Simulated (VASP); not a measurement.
A run of VASP 6.6.1:

INCAR

```
ALGO     = Normal         # electronic algorithm
EDIFF    = 1E-8           # SCF threshold, eV
ENCUT    = 520            # plane-wave cutoff, eV
GGA      = PE             # functional
ISIF     = 2              # what is computed and relaxed
ISMEAR   = -1             # smearing method
LASPH    = T              # aspherical terms in the spheres
LCHARG   = F              # write CHGCAR
LEFG     = T            
LREAL    = Auto         
LWAVE    = F              # write WAVECAR
NBANDS   = 201            # bands
NELM     = 100            # most SCF steps
PREC     = Accurate       # precision mode
SIGMA    = 0.01           # smearing width, eV
```

KPOINTS

```
k-points
0
Gamma
  3 3 3
```

Contents of POSCAR:

```
YIn15O24
1.0
   -5.4870000000     -3.1679209270      4.8366666667
    5.4870000000     -3.1679209270      4.8366666667
    0.0000000000      6.3358418540      4.8366666667
Y In O
1 15 24
Direct
    0.3573100000      0.3573100000      0.3573100000
    0.8573100000      0.8573100000      0.3573100000
    0.8573100000      0.3573100000      0.8573100000
    0.3573100000      0.8573100000      0.8573100000
    0.1426900000      0.1426900000      0.1426900000
    0.6426900000      0.6426900000      0.1426900000
    0.6426900000      0.1426900000      0.6426900000
    0.1426900000      0.6426900000      0.6426900000
    0.6426900000      0.6426900000      0.6426900000
    0.1426900000      0.1426900000      0.6426900000
    0.1426900000      0.6426900000      0.1426900000
    0.6426900000      0.1426900000      0.1426900000
    0.8573100000      0.8573100000      0.8573100000
    0.3573100000      0.3573100000      0.8573100000
    0.3573100000      0.8573100000      0.3573100000
    0.8573100000      0.3573100000      0.3573100000
    0.6010000000      0.3990000000      0.7500000000
    0.1010000000      0.8990000000      0.7500000000
    0.1010000000      0.3990000000      0.2500000000
    0.6010000000      0.8990000000      0.2500000000
    0.7500000000      0.6010000000      0.3990000000
    0.2500000000      0.1010000000      0.3990000000
    0.2500000000      0.6010000000      0.8990000000
    0.7500000000      0.1010000000      0.8990000000
    0.3990000000      0.7500000000      0.6010000000
    0.8990000000      0.2500000000      0.6010000000
    0.8990000000      0.7500000000      0.1010000000
    0.3990000000      0.2500000000      0.1010000000
    0.3990000000      0.6010000000      0.2500000000
    0.8990000000      0.1010000000      0.2500000000
    0.8990000000      0.6010000000      0.7500000000
    0.3990000000      0.1010000000      0.7500000000
    0.2500000000      0.3990000000      0.6010000000
    0.7500000000      0.8990000000      0.6010000000
    0.7500000000      0.3990000000      0.1010000000
    0.2500000000      0.8990000000      0.1010000000
    0.6010000000      0.2500000000      0.3990000000
    0.1010000000      0.7500000000      0.3990000000
    0.1010000000      0.2500000000      0.8990000000
    0.6010000000      0.7500000000      0.8990000000
```

Potentials or basis: VASP PAW PBE potentials, release 64 (Y_sv, In_d, O).

Run with:

```bash
$ cat potpaw_PBE.64/Y_sv/POTCAR potpaw_PBE.64/In_d/POTCAR potpaw_PBE.64/O/POTCAR > POTCAR
$ mpirun -np 1 vasp_std > vasp.out
```

Hardware: 1 thread of Intel(R) Xeon(R) Platinum 8259CL CPU @ 2.50GHz (Skylake/Cascade Lake), on a shared host.

Question: How long does it take, and how much memory?

Answer: Run time: 36 min on 1 thread of Intel(R) Xeon(R) Platinum 8259CL CPU @ 2.50GHz (Skylake/Cascade Lake) (shared host), peak memory 0.74 GiB. Counts: scf iterations 24, k points 6.
